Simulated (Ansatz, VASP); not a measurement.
Lu3BeH3: VASP beside Ansatz

```
Lu Be H
1.0
     5.02943    0.00000    0.00000
     0.00000    5.02943    0.00000
     0.00000    0.00000    5.02943
Lu Be H
3 1 3
Direct
  0.50000 0.00000 0.00000
  0.00000 0.50000 0.00000
  0.00000 0.00000 0.50000
  0.00000 0.00000 0.00000
  0.00000 0.50000 0.50000
  0.50000 0.00000 0.50000
  0.50000 0.50000 0.00000
```

Alike in both runs: functional PBE; k mesh 4 × 4 × 4; occupations gaussian, width 0.1 eV; no spin polarisation.

Ansatz relaxed the structure, and its values are those at the end. VASP's run is a single point on that final structure, the one shown.

|  | VASP | Ansatz |
| --- | --- | --- |
| version | VASP 6.6.1 | Ansatz 0.2.0 |
| potentials or method | VASP PAW PBE potentials, release 64 (Lu, Be, H), cutoff 520 eV | scalar-relativistic, plane waves, PAW |
| valence electrons in the cell | 80 | 80 |

|  | VASP | Ansatz | Ansatz less VASP |
| --- | --- | --- | --- |
| gap on the k mesh at the Fermi level (eV) | none | none | - |
| pressure (GPa) | -0.1 | -0.2 | -0.09 |

A gap of «none» marks a metal or a gap that the smearing closes. With one functional, cell and mesh, what is left measures potentials, basis and numerics.

Spin-orbit coupling is off throughout.
